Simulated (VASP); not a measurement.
# AlGa3As2 (R-3m) in VASP: a series of runs

The runs below take AlGa3As2 through single point, with PBE.

All numbers are computed with VASP 6.6.1; they aren't measurements. Logs are shortened: lines on timing, memory, paths and dates and some standing lists are left out, and cuts for length are marked.

## (1) The cell of the first run

The structure is trigonal, space group R-3m (No. 166). The conventional cell has a = 4.143 Å, b = 4.143 Å, c = 23.158 Å, α = 90.00°, β = 90.00°, γ = 120.00°. Al (site symmetry -3m) has 2 Ga at 3.09 Å and 6 As at 3.13 Å within 4.1 Å. Ga (site symmetry -3m) has 6 Ga at 2.51 Å and 6 As at 3.02 Å within 3.3 Å. Within 3.3 Å of Ga (site symmetry 3m) lie 6 Ga at 2.51 to 2.84 Å and 4 As at 2.60 to 2.62 Å and 1 Al at 3.09 Å. As (site symmetry 3m) has 7 Ga at 2.60 to 3.02 Å and 3 Al at 3.13 Å within 3.4 Å.

## (2) Single point, PBE

Contents of INCAR:

```
SYSTEM = AlGa3As2
PREC     = Accurate       ! precision mode
ENCUT    = 520            ! plane-wave cutoff, eV
EDIFF    = 1E-7           ! SCF threshold, eV
ISMEAR   = 0              ! smearing method
SIGMA    = 0.1            ! smearing width, eV
LREAL    = .FALSE.        ! projectors in reciprocal space
LASPH    = .TRUE.         ! aspherical terms in the spheres
NELM     = 100            ! most SCF steps
ALGO     = Fast           ! electronic algorithm
ISIF     = 2              ! what is computed and relaxed
LWAVE    = .FALSE.        ! write WAVECAR
LCHARG   = .TRUE.         ! write CHGCAR
GGA      = PE             ! functional
LELF     = .TRUE.         ! ELF
LVHAR    = .TRUE.       
NBANDS   = 35             ! bands
```

Contents of KPOINTS:

```
Automatic mesh
0
G
  6 6 6
  0 0 0
```

Contents of POSCAR:

```
AlGa3As2
1.0
    2.0716785200      1.1960841500      7.7192039400
   -2.0716785200      1.1960841500      7.7192039400
    0.0000000000     -2.3921683000      7.7192039400
Al Ga As
1 3 2
Direct
    0.5000000000      0.5000000000      0.5000000000
    0.0000000000      0.0000000000      0.0000000000
    0.3664707200      0.3664707200      0.3664707200
    0.6335292800      0.6335292800      0.6335292800
    0.7459748400      0.7459748400      0.7459748400
    0.2540251600      0.2540251600      0.2540251600
```

Potentials or basis: VASP PAW PBE potentials, release 64 (Al, Ga_d, As).

Command:

```sh
$ cat potpaw_PBE.64/Al/POTCAR potpaw_PBE.64/Ga_d/POTCAR potpaw_PBE.64/As/POTCAR > POTCAR
$ mpirun -np 1 vasp_std > vasp.out
```

OUTCAR:

```text
SYSTEM = AlGa3As2
   PREC = Accurate
   ENCUT = 520
   EDIFF = 1E-7
   ISMEAR = 0
   LREAL = .FALSE.
   LASPH = .TRUE.
   NELM = 100
   ISIF = 2
   GGA = PE

 ion  position               nearest neighbor table
   1  0.500  0.500  0.500-   3 3.09   4 3.09   6 3.13   5 3.13   6 3.13   6 3.13   5 3.13   5 3.13

   2  0.000  0.000  0.000-   4 2.51   3 2.51   4 2.51   4 2.51   3 2.51   3 2.51
   3  0.366  0.366  0.366-   2 2.51   2 2.51   2 2.51   6 2.60   5 2.62   5 2.62   5 2.62   4 2.84
                             4 2.84   4 2.84   1 3.09
   4  0.634  0.634  0.634-   2 2.51   2 2.51   2 2.51   5 2.60   6 2.62   6 2.62   6 2.62   3 2.84
                             3 2.84   3 2.84   1 3.09
   5  0.746  0.746  0.746-   4 2.60   3 2.62   3 2.62   3 2.62   1 3.13   1 3.13   1 3.13
   6  0.254  0.254  0.254-   3 2.60   4 2.62   4 2.62   4 2.62   1 3.13   1 3.13   1 3.13

  LATTYP: Found a trigonal (rhomboedric) cell.
 ALAT       =     8.0813723248
 COS(alpha) =     0.8685669793

  Lattice vectors:

 A1 = (   2.0716785200,   1.1960841500,   7.7192039400)
 A2 = (  -2.0716785200,   1.1960841500,   7.7192039400)
 A3 = (   0.0000000000,  -2.3921683000,   7.7192039400)

Analysis of symmetry for initial positions (statically):
=====================================================================
 Subroutine PRICEL returns:
 Original cell was already a primitive cell.

 Routine SETGRP: Setting up the symmetry group for a
 trigonal (rhombohedral) supercell.

 Subroutine GETGRP returns: Found 12 space group operations
 (whereof 12 operations were pure point group operations)
 out of a pool of 12 trial point group operations.

The static configuration has the point symmetry D_3d.

Analysis of symmetry for dynamics (positions and initial velocities):
=====================================================================
 Subroutine PRICEL returns:
 Original cell was already a primitive cell.

 Routine SETGRP: Setting up the symmetry group for a
 trigonal (rhombohedral) supercell.

 Subroutine GETGRP returns: Found 12 space group operations
 (whereof 12 operations were pure point group operations)
 out of a pool of 12 trial point group operations.

The dynamic configuration has the point symmetry D_3d.

 Subroutine INISYM returns: Found 12 space group operations
 (whereof 12 operations are pure point group operations),
 and found     1 'primitive' translations

----------------------------------------------------------------------------------------

                                     Primitive cell

  volume of cell :     114.7646

  direct lattice vectors                    reciprocal lattice vectors
     2.071678520  1.196084150  7.719203940     0.241350188  0.139343596  0.043182346
    -2.071678520  1.196084150  7.719203940    -0.241350188  0.139343596  0.043182346
     0.000000000 -2.392168300  7.719203940     0.000000000 -0.278687192  0.043182346

  length of vectors
     8.081372325  8.081372325  8.081372324     0.282012883  0.282012883  0.282012883

  position of ions in fractional coordinates (direct lattice)
     0.500000000  0.500000000  0.500000000
     0.000000000  0.000000000  0.000000000
     0.366470720  0.366470720  0.366470720
     0.633529280  0.633529280  0.633529280
     0.745974840  0.745974840  0.745974840
     0.254025160  0.254025160  0.254025160

  ion indices of the primitive-cell ions
   primitive index   ion index
                 1           1
                 2           2
                 3           3
                 4           4
                 5           5
                 6           6

----------------------------------------------------------------------------------------

 KPOINTS: Automatic mesh

Automatic generation of k-mesh.
 Grid dimensions read from file:
 generate k-points for:    6    6    6

 Generating k-lattice:

  Cartesian coordinates                     Fractional coordinates (reciprocal lattice)
     0.040225031  0.023223933  0.007197058     0.166666667  0.000000000  0.000000000
    -0.040225031  0.023223933  0.007197058     0.000000000  0.166666667  0.000000000
     0.000000000 -0.046447865  0.007197058     0.000000000  0.000000000  0.166666667

  Length of vectors
     0.047002147  0.047002147  0.047002147

  Shift w.r.t. Gamma in fractional coordinates (k-lattice)
     0.000000000  0.000000000  0.000000000

 Subroutine IBZKPT returns following result:
 ===========================================

 Found     32 irreducible k-points:

 Following reciprocal coordinates:
            Coordinates               Weight
  0.000000  0.000000  0.000000      1.000000
  0.166667 -0.000000  0.000000      6.000000
  0.333333  0.000000  0.000000      6.000000
  0.500000  0.000000  0.000000      3.000000
  0.166667  0.166667  0.000000      6.000000
  0.333333  0.166667  0.000000     12.000000
[... 16 lines left out ...]
  0.500000  0.500000  0.166667      6.000000
 -0.333333  0.500000  0.166667     12.000000
 [... further k-points ...]
   k-points           NKPTS =     32   k-points in BZ     NKDIM =     32   number of bands    NBANDS=     35
   number of dos      NEDOS =    301   number of ions     NIONS =      6
   total plane-waves  NPLWV = 216000
   dimension x,y,z NGX =    60 NGY =   60 NGZ =   60
   dimension x,y,z NGXF=   120 NGYF=  120 NGZF=  120
   ions per type =               1   3   2
   NGX,Y,Z   is equivalent  to a cutoff of  12.34, 12.34, 12.34 a.u.
   NGXF,Y,Z  is equivalent  to a cutoff of  24.69, 24.69, 24.69 a.u.
 SYSTEM =  AlGa3As2
   PREC   = accura    normal or accurate (medium, high low for compatibility)
   ISTART =      0    job   : 0-new  1-cont  2-samecut
   ICHARG =      2    charge: 1-file 2-atom 10-const
   ISPIN  =      1    spin polarized calculation?
   LNONCOLLINEAR =      F non collinear calculations
   LSORBIT =      F    spin-orbit coupling
   LASPH  =      T    aspherical Exc in radial PAW
   ENCUT  =  520.0 eV  38.22 Ry    6.18 a.u.  15.03 15.03 15.03*2*pi/ulx,y,z
   NELM   =    100;   NELMIN=  2; NELMDL= -5     # of ELM steps
   EDIFF  = 0.1E-06   stopping-criterion for ELM
   LREAL  =      F    real-space projection
   EDIFFG = 0.1E-05   stopping-criterion for IOM
   NSW    =      0    number of steps for IOM
   IBRION =     -1    ionic relax: 0-MD 1-quasi-New 2-CG
   NFREE  =      0    steps in history (QN), initial steepest desc. (CG)
   ISIF   =      2    stress and relaxation
   ISYM   =      2    0-nonsym 1-usesym 2-fastsym
   POTIM  = 0.5000    time-step for ionic-motion
   TEBEG  =    0.0;   TEEND  =   0.0 temperature during run
   PSTRESS=    0.0 pullay stress
   NELECT =      52.0000    total number of electrons
   NUPDOWN=      -1.0000    fix difference up-down
   EMIN   =  10.00;   EMAX   =-10.00  energy-range for DOS
   EFERMI =   0.00;   METHOD = LEGACY
   ISMEAR =     0;   SIGMA  =   0.10  broadening in eV -4-tet -1-fermi 0-gaus
   EFERMI_NEDOS =   21; number of points for ismear=-14 and -15
   IALGO  =     68    algorithm
   IMIX   =      4    mixing-type and parameters
     AMIX     =   0.40;   BMIX     =  1.00
     AMIX_MAG =   1.60;   BMIX_MAG =  1.00
  volume/ion in A,a.u.               =      19.13       129.08
  Fermi-wavevector in a.u.,A,eV,Ry     =   1.257400  2.376141 21.511543  1.581054
  Thomas-Fermi vector in A             =   2.391060
   LORBIT       =      0    0 simple, 1 ext, 2 COOP (PROOUT), +10 PAW based schemes
   GGA     = PE    functional components
   LHFCALC =     F    Hartree Fock is set to
   AEXX    =    0.0000 exact exchange contribution
   IVDW    =     0    specifies the selected vdW correction
   LEPSILON=     F    determine dielectric tensor
   LRPA    =     F    only Hartree local field effects (RPA)
 non-spin polarized calculation
 RMM-DIIS sequential band-by-band and
 Gauss-broadening in eV      SIGMA  =   0.10
  energy-cutoff  :      520.00
  volume of cell :      114.76
 maximum number of plane-waves:      3131
   NGX = 31   NGY = 31   NGZ = 31

 number of electron      52.0000004 magnetization

 Free energy of the ion-electron system (eV)
  ---------------------------------------------------
  ext. energy  EPLUGINS =         0.00000000
  ---------------------------------------------------
  free energy    TOTEN  =       -18.75299692 eV

  energy without entropy =      -18.73841497  energy(sigma->0) =      -18.74570595

 E-fermi :   6.0855     XC(G=0): -10.4146

 val. band max:        6.0735925057   @ k =   0.1667   0.1667   0.0000
 cond. band min:       6.0999256281   @ k =  -0.1667   0.1667   0.0000
 fundamental gap:      0.0263331224
 Fermi energy:         6.0854583374

 k-point     1 :       0.0000    0.0000    0.0000
  band No.  band energies     occupation
      1      -9.6315      2.00000
      2      -9.6315      2.00000
      3      -9.5704      2.00000
      4      -9.5704      2.00000
      5      -9.4837      2.00000
      6      -9.4493      2.00000
[... 27 lines left out ...]
     34      10.2156      0.00000
     35      10.5022      0.00000

 k-point     2 :       0.1667   -0.0000    0.0000
  band No.  band energies     occupation
      1      -9.6541      2.00000
      2      -9.6420      2.00000
      3      -9.6209      2.00000
      4      -9.5596      2.00000
      5      -9.5200      2.00000
      6      -9.4105      2.00000
[... 27 lines left out ...]
     34       9.9563      0.00000
     35      10.5322      0.00000

 k-point     3 :       0.3333    0.0000    0.0000
  band No.  band energies     occupation
      1      -9.7010      2.00000
      2      -9.6681      2.00000
      3      -9.6527      2.00000
      4      -9.5272      2.00000
      5      -9.4883      2.00000
      6      -9.3630      2.00000
[... 27 lines left out ...]
     34      10.5167      0.00000
     35      12.1601      0.00000
[... 723 lines left out ...]
 k-point    23 :       0.5000    0.5000    0.1667
  band No.  band energies     occupation
      1      -9.7008      2.00000
      2      -9.6681      2.00000
      3      -9.6529      2.00000
      4      -9.5272      2.00000
      5      -9.4883      2.00000
      6      -9.3630      2.00000
[... 27 lines left out ...]
     34      11.1081      0.00000
     35      11.3292      0.00000

 k-point    24 :      -0.3333    0.5000    0.1667
  band No.  band energies     occupation
      1      -9.7130      2.00000
      2      -9.6856      2.00000
      3      -9.6278      2.00000
      4      -9.5538      2.00000
      5      -9.4621      2.00000
      6      -9.3716      2.00000
[... 27 lines left out ...]
     34      11.3310      0.00000
     35      11.8951      0.00000

 [... further k-points ...]
[... 5 lines left out ...]
  --------------------------------------------------------------------------------------
  -------------------------------------------------------------------------------------
  Total       12.9355793     12.9355793      5.9191813     -0.0000000     -0.0000000      0.0000000
  in kB      180.5878808    180.5878804     82.6350633     -0.0000000     -0.0000000      0.0000000
  external PRESSURE =     147.9369415 kB  Pullay stress =       0.0000000 kB

 VOLUME and BASIS-vectors are now :
 -----------------------------------------------------------------------------
  energy-cutoff  :      520.00
  volume of cell :      114.76
      direct lattice vectors                 reciprocal lattice vectors
     2.071678520  1.196084150  7.719203940     0.241350188  0.139343596  0.043182346
    -2.071678520  1.196084150  7.719203940    -0.241350188  0.139343596  0.043182346
     0.000000000 -2.392168300  7.719203940     0.000000000 -0.278687192  0.043182346

 POSITION                                       TOTAL-FORCE (eV/Angst)
 -----------------------------------------------------------------------------------
      0.00000      0.00000     11.57881        -0.000000      0.000000     -0.000000
      0.00000      0.00000      0.00000         0.000000      0.000000     -0.000000
      0.00000      0.00000      8.48659        -0.000000      0.000000      1.949779
      0.00000      0.00000     14.67103        -0.000000      0.000000     -1.949779
      0.00000      0.00000     17.27500        -0.000000      0.000000      1.738720
      0.00000      0.00000      5.88262        -0.000000     -0.000000     -1.738720
 -----------------------------------------------------------------------------------
    total drift:                                0.000000      0.000000      0.000000

  FREE ENERGIE OF THE ION-ELECTRON SYSTEM (eV)
  ---------------------------------------------------
  free  energy   TOTEN  =       -18.7529969169 eV

  energy  without entropy=      -18.7384149731  energy(sigma->0) =      -18.74570595
```

Wall time 9.8 min (1 thread of Intel Xeon Platinum 8488C (Sapphire Rapids), shared host); peak memory 0.5 GiB.

Results:

```
Free energy            : -18.7530 eV
Pressure               : 14.8 GPa
Largest force          : 1.950 eV/Å
Band gap on the k mesh : zero (band 26 reaches 6.25 eV, above the bottom of band 27 at 5.45 eV)
```

Forces on the atoms (eV/Å):
```
Al   0.000  0.000  0.000
Ga   0.000  0.000  0.000
Ga   0.000  0.000  1.950
Ga   0.000  0.000 -1.950
As   0.000  0.000  1.739
As   0.000  0.000 -1.739
```

Stress tensor (GPa, compression positive):
```
18.06  0.00  0.00
 0.00 18.06  0.00
 0.00  0.00  8.26
```

Caveat: forces of over 1 eV/Å act on the atoms, so gaps and moduli don't describe the material at rest.

[end of part 1 of 2]
